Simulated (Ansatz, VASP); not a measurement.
NiO: VASP beside Ansatz

Contents of INCAR:

```
SYSTEM = NiO
  PREC = Accurate
  ENCUT = 520
  EDIFF = 1E-7
  ISMEAR = -1
  SIGMA = 0.03
  LREAL = .False.
  LASPH = .True.
  NELM = 150
  ALGO = Normal
  ISIF = 2
  LWAVE = .False.
  LCHARG = .False.
  ISPIN = 2
  MAGMOM = 1.5 0
  LORBIT = 11
  LMAXMIX = 4
  GGA = PE
  NBANDS = 19
```

Contents of KPOINTS:

```
regular mesh
0
Gamma
  15 15 15
  0 0 0
```

The input POSCAR:

```
NiO
1.0
    0.0000000000      2.0489813908      2.0489813908
    2.0489813908      0.0000000000      2.0489813908
    2.0489813908      2.0489813908      0.0000000000
Ni O
1 1
Direct
    0.0000000000      0.0000000000      0.0000000000
    0.5000000000      0.5000000000      0.5000000000
```

Input for Ansatz:

```yaml
crystal:
  lattice:
    - [0.0, 2.0489813908, 2.0489813908]
    - [2.0489813908, 0.0, 2.0489813908]
    - [2.0489813908, 2.0489813908, 0.0]
  atoms:
    - { symbol: Ni, position: [0.0, 0.0, 0.0], spin: 1.5 }
    - { symbol: O, position: [0.5, 0.5, 0.5] }
magnetization:
  spin_polarized: true
kpoints:
  mp_grid: { grid: [15, 15, 15] }
scf:
  occupations: { method: fermi_dirac, width: 0.03 }
hamiltonian:
  xc: pbe
  pseudopotentials: { kind: all_electron, lapw: { basis_error: 0.00025 } }
output:
  forces: true
  stress: true
  eigenvalues: true
```

Change from the starting cell: volume scaled by 0.9405.

Alike in both runs: task single point; functional PBE; k mesh 15 × 15 × 15; occupations fermi-dirac, width 0.03 eV; collinear spin.

|  | VASP | Ansatz |
| --- | --- | --- |
| version | VASP 6.6.1 | Ansatz 0.2.0 |
| potentials or method | VASP PAW PBE potentials, release 64 (Ni, O), cutoff 520 eV | all-electron LAPW, scalar-relativistic |

Ansatz gave:

- pressure (GPa): 17.6
- net moment per atom (μB): 0.81
- size of the moment on the site where the two differ most (μB): 1.36

Problem. Estimate VASP's values.

Solution. Pressure (GPa): 16.5; net moment per atom (μB): 0.76; size of the moment on the site where the two differ most (μB): 1.26.

Site moments also hang on the region over which each program counts them. Ansatz ran all-electron here, and VASP with PAW potentials.
